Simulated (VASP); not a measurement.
Li2Se: relaxation of cell and atoms with r2SCAN

The system is Li2Se.

```
CELL_PARAMETERS angstrom
0.00000 3.00343 3.00343
3.00343 0.00000 3.00343
3.00343 3.00343 0.00000
ATOMIC_POSITIONS crystal
Se 0.00000 0.00000 0.00000
Li 0.25000 0.25000 0.25000
Li 0.75000 0.75000 0.75000
```

```yaml
Program: VASP 6.6.1
Task: relaxation of cell and atoms
Functional: r2SCAN
Potentials_or_basis: VASP PAW PBE potentials, release 64 (Se, Li_sv)
Cutoff: 830 eV
k_mesh: 6 × 6 × 6
Occupations: fermi-dirac, width 0.02 eV
Spin: no spin polarisation
Dipole_correction: no
Further_INCAR_settings: ALGO = Normal; EDIFF = 1e-07; IBRION = 2; EDIFFG = -0.005; NSW = 80; ISIF = 3
```

```
Relaxed volume                        : 17.81 Å³/atom
Relaxed cell                          : a = 4.228 Å, b = 4.228 Å, c = 4.228 Å, α = 60.00°, β = 60.00°, γ = 60.00°
Space group after relaxing (to 0.1 Å) : Fm-3m (No. 225)
Energy gained by relaxing             : 0.4 meV/atom
Ionic steps                           : 5
Pressure after relaxing               : 0.0 GPa
Band gap on the k mesh                : 3.45 eV (least direct gap 4.19 eV)
```

Step by step:
```csv
step,energy change (eV),largest force (eV/Å),pressure (GPa),volume (Å³)
1,0.0000,0.0000,-0.52,54.19
2,-0.0011,0.0000,-0.21,53.73
3,-0.0013,0.0000,-0.07,53.54
4,-0.0012,0.0000,0.20,53.16
5,-0.0013,0.0000,0.00,53.44
```

Final structure:
```
Se Li
1.0
     0.00000    2.98955    2.98955
     2.98955    0.00000    2.98955
     2.98955    2.98955    0.00000
Se Li
1 2
Direct
  0.00000 0.00000 0.00000
  0.25000 0.25000 0.25000
  0.75000 0.75000 0.75000
```

Levels at points of the mesh, in eV from the valence-band top:
| k point | band 4 | band 5 | band 6 | band 7 | band 8 | band 9 |
| --- | --- | --- | --- | --- | --- | --- |
| (0.00, 0.00, 0.00) | 0.00 | 0.00 | 0.00 | 4.19 | 6.31 | 6.31 |
| (0.50, 0.00, 0.00) | -2.93 | -0.53 | -0.53 | 6.00 | 6.60 | 6.60 |
| (0.50, 0.50, 0.00) | -2.28 | -1.46 | -1.46 | 3.45 | 7.01 | 11.40 |

It took 3.7 min on 1 thread of AMD EPYC 9R45 96-Core Processor (Zen 5), with other jobs on the host, peak memory 0.23 GiB.

Caveat: the structure was generated, so it needn't be the stable form of Li2Se; the PAW data sets were made with another functional, which shifts forces and pressure a little. A k mesh can miss the band edges.
